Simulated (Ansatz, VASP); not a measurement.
# Al in VASP and in Ansatz

```
CELL_PARAMETERS angstrom
4.54279 0.00000 0.00000
-2.27139 3.93417 0.00000
0.00000 0.00000 2.81176
ATOMIC_POSITIONS crystal
Al 0.00000 0.00000 0.00000
Al 0.33333 0.66667 0.50000
Al 0.66667 0.33333 0.50000
```

Alike in both runs: task single point; functional revPBE; k mesh 9 × 9 × 12; occupations fermi-dirac, width 0.1 eV; no spin polarisation.

|  | VASP | Ansatz |
| --- | --- | --- |
| version | VASP 6.6.1 | Ansatz 0.2.0 |
| potentials or method | VASP PAW PBE potentials, release 64 (Al), cutoff 520 eV | plane waves (420 eV) with PAW, scalar-relativistic |
| valence electrons in the cell | 9 | 9 |

```csv
,VASP,Ansatz,Ansatz less VASP
pressure (GPa),3.0,3.1,+0.15
"traceless stress, the component that is largest in VASP (GPa)",-1.53,-1.54,-0.015
```

VASP's potentials were made for PBE, not for revPBE.
